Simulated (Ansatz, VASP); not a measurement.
# GaBAs2: VASP beside Ansatz

Contents of INCAR:

```
SYSTEM = GaBAs2
ALGO     = Normal         ! electronic algorithm
EDIFF    = 1E-6           ! SCF threshold, eV
ENCUT    = 520            ! plane-wave cutoff, eV
GGA      = PE             ! functional
ISIF     = 2              ! what is computed and relaxed
ISMEAR   = 0              ! smearing method
LASPH    = .TRUE.         ! aspherical terms in the spheres
LCHARG   = .TRUE.         ! write CHGCAR
LELF     = .TRUE.         ! ELF
LREAL    = .FALSE.        ! projectors in reciprocal space
LVHAR    = .TRUE.       
LWAVE    = .FALSE.        ! write WAVECAR
NBANDS   = 21             ! bands
NELM     = 60             ! most SCF steps
PREC     = Accurate       ! precision mode
SIGMA    = 0.01           ! smearing width, eV
```

KPOINTS

```
k-points
0
G
  8 8 6
  0 0 0
```

Contents of POSCAR:

```
GaBAs2
1.0
    3.6615741049      0.0000000000      0.0000000000
    0.0000000000      3.6615741049      0.0000000000
    0.0000000000      0.0000000000      5.3547502669
B As Ga
1 2 1
Direct
    0.0000000000      0.0000000000      0.0000000000
    0.0000000000      0.5000000000      0.2139711065
    0.5000000000      0.0000000000      0.7860288935
    0.5000000000      0.5000000000      0.5000000000
```

Input for Ansatz:

```yaml
crystal:
  lattice:
    - [3.6615741049, 0.0, 0.0]
    - [0.0, 3.6615741049, 0.0]
    - [0.0, 0.0, 5.3547502669]
  atoms:
    - { symbol: B, position: [0.0, 0.0, 0.0] }
    - { symbol: As, position: [0.0, 0.5, 0.2139711065] }
    - { symbol: Ga, position: [0.5, 0.5, 0.5] }
    - { symbol: As, position: [0.5, 0.0, 0.7860288935] }
kpoints:
  mp_grid: { grid: [8, 8, 6] }
  band_path:
    path:
      - [0.0, 0.0, 0.0]
      - [0.0, 0.5, 0.0]
      - [0.5, 0.5, 0.0]
      - [0.0, 0.0, 0.5]
      - [0.0, 0.5, 0.5]
      - [0.5, 0.5, 0.5]
    npoints: 1
hamiltonian:
  xc: pbe
scf:
  occupations: { method: fixed }
  n_extra_bands: 5
output:
  forces: true
  stress: true
  eigenvalues: true
```

Alike in both runs: task single point; functional PBE; k mesh 8 × 8 × 6; no spin polarisation.

```csv
,VASP,Ansatz
version,VASP 6.6.1,Ansatz 0.2.0
potentials or method,"VASP PAW PBE potentials, release 64 (B, As, Ga_d)","plane waves, PAW"
plane-wave cutoff (eV),520,420
occupations,"gaussian, width 0.01 eV",fixed
valence electrons in the cell,26,46
```

Ansatz gave:

```
gap on the k mesh at the Fermi level (eV) : 0.51
pressure (GPa)                            : 2.5
rms of the force components (eV/Å)        : 0.089
```

Q: Which values does VASP return?

A: gap on the k mesh at the Fermi level (eV): 0.50; pressure (GPa): 2.8; rms of the force components (eV/Å): 0.085.

VASP's potentials hold 26 valence electrons a cell and Ansatz's 46, so a difference there can come from the potentials and not from the codes.
